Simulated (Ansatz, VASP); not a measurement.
Ti2Cd in VASP and in Ansatz

INCAR

```
  ALGO = Normal
  EDIFF = 1E-6
  ENCUT = 520
  GGA = CA
  ISIF = 2
  ISMEAR = -1
  LASPH = T
  LCHARG = F
  LREAL = F
  LWAVE = F
  NBANDS = 25
  NELM = 60
  PREC = Accurate
  SIGMA = 0.08
```

KPOINTS

```
k-points
0
Gamma
  16 16 16
```

The input POSCAR:

```
Ti2Cd
1.0
   -1.4131395186      1.4131395186      6.6193132075
    1.4131395186     -1.4131395186      6.6193132075
    1.4131395186      1.4131395186     -6.6193132075
Ti Cd
2 1
Direct
    0.3240000000      0.3240000000      0.0000000000
    0.6760000000      0.6760000000      0.0000000000
    0.0000000000      0.0000000000      0.0000000000
```

Input for Ansatz:

```yaml
crystal:
  lattice:
    - [-1.4131395186, 1.4131395186, 6.6193132075]
    - [1.4131395186, -1.4131395186, 6.6193132075]
    - [1.4131395186, 1.4131395186, -6.6193132075]
  atoms:
    - { symbol: Ti, position: [0.324, 0.324, 0.0] }
    - { symbol: Ti, position: [0.676, 0.676, 0.0] }
    - { symbol: Cd, position: [0.0, 0.0, 0.0] }
kpoints:
  mp_grid: { grid: [16, 16, 16] }
  band_path:
    path:
      - [0.0, 0.0, 0.0]
      - [0.0, 0.0, 0.5]
      - [0.25, 0.25, 0.25]
      - [0.0, 0.5, 0.0]
      - [0.0, 0.0, 0.0]
      - [0.5, 0.5, -0.5]
      - [0.2613942103, 0.7386057897, -0.2613942103]
      - [-0.2613942103, 0.2613942103, 0.2613942103]
      - [0.0, 0.0, 0.0]
    npoints: 5
scf:
  occupations: { method: fermi_dirac, width: 0.08 }
hamiltonian:
  xc: lda
  pseudopotentials: { kind: all_electron, lapw: { basis_error: 0.001 } }
output:
  forces: true
  stress: true
  eigenvalues: true
```

Change from the starting cell: volume scaled by 0.96.

Alike in both runs: task single point; functional LDA; k mesh 16 × 16 × 16; occupations fermi-dirac, width 0.08 eV; no spin polarisation.

```csv
,VASP,Ansatz
version,VASP 6.6.1,Ansatz 0.2.0
potentials or method,"VASP PAW LDA potentials, release 64 (Ti_sv, Cd), cutoff 520 eV","all-electron LAPW, scalar-relativistic"
```

```csv
,VASP,Ansatz,Ansatz less VASP
pressure (GPa),-4.0,-4.3,-0.36
"traceless stress, the component that is largest in VASP (GPa)",0.20,0.23,+0.031
rms of the force components (eV/Å),0.059,0.047,-0.0119
```

LDA's correlation is that of Perdew and Zunger in VASP and of Perdew and Wang (1992) in Ansatz. Atom by atom the forces differ by 0.012 eV/Å (rms over components). Ansatz ran all-electron here, and VASP with PAW potentials.
